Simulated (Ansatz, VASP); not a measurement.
**SiC in VASP and in Ansatz**

```
CELL_PARAMETERS angstrom
0.00000 2.01821 2.01821
2.01821 0.00000 2.01821
2.01821 2.01821 0.00000
ATOMIC_POSITIONS crystal
Si 0.00000 0.00000 0.00000
C 0.50000 0.50000 0.50000
```

Alike in both runs: functional PBEsol; k mesh 20 × 20 × 20; occupations fermi-dirac, width 0.15 eV; no spin polarisation.

Ansatz relaxed the structure, and its values are those at the end. VASP's run is a single point on that final structure, the one shown.

```csv
,VASP,Ansatz
version,VASP 6.6.1,Ansatz 0.2.0
potentials or method,"VASP PAW PBE potentials, release 64 (Si, C), cutoff 520 eV","scalar-relativistic, plane waves, PAW"
valence electrons in the cell,8,8
```

|  | VASP | Ansatz | Ansatz less VASP |
| --- | --- | --- | --- |
| gap on the k mesh at the Fermi level (eV) | none | none | - |
| pressure (GPa) | 0.6 | 0.0 | -0.58 |

VASP's potentials were made for PBE, not for PBEsol. A gap of «none» marks a metal or a gap that the smearing closes.
